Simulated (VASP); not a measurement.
Set up this calculation in VASP 6.6.1, as the native input.

| Item | Value |
| --- | --- |
| Task | single point |
| Functional | PBE |
| Potentials or basis | VASP PAW PBE potentials, release 64 (Co) |
| Cutoff | 520 eV |
| k mesh | 24 × 24 × 12 |
| Occupations | gaussian, width 0.15 eV |
| Spin | collinear spin, ferromagnetic start |
| Starting moments | [1.375, 1.375] μB |
| Fixed moment | 2.75 μB |
| Dipole correction | no |
| Further INCAR settings | ALGO = Normal; EDIFF = 1e-06; NBANDS = 20 |

The structure of Co lies in POSCAR:

```
Co
1.0
    2.6858061516      0.0000000000      0.0000000000
   -1.3429030758      2.3259763569      0.0000000000
    0.0000000000      0.0000000000      4.3437604874
Co
2
Direct
    0.6666666667      0.3333333333      0.2500000000
    0.3333333333      0.6666666667      0.7500000000
```

One way to write it, as run:

INCAR

```
ALGO = Normal
EDIFF = 1E-6
ENCUT = 520
GGA = PE
ISIF = 2
ISMEAR = 0
ISPIN = 2
LASPH = T
LCHARG = T
LELF = T
LMAXMIX = 4
LORBIT = 11
LREAL = F
LVHAR = T
LWAVE = F
MAGMOM = 1.375 1.375
NBANDS = 20
NELM = 150
NUPDOWN = 2.75
PREC = Accurate
SIGMA = 0.15
```

KPOINTS

```
k-points
0
Gamma
  24 24 12
```

Potentials or basis: VASP PAW PBE potentials, release 64 (Co).

Command:

```console
$ cat potpaw_PBE.64/Co/POTCAR > POTCAR
$ mpirun -np 1 vasp_std > vasp.out
```

It gave:

```json
{"Pressure": "-31.2 GPa", "Net moment": "2.75 μB per cell", "Site moments": "Co +1.45 μB", "Valence electrons inside the program's atomic spheres": "Co 7.93"}
```

Caveat: the cell stands under tension; the total moment is fixed, so each spin has its own Fermi level and the state may be an excited one.

Run time: 7.8 min on 1 thread of Intel Xeon 8259CL (shared host), peak memory 0.4 GiB.
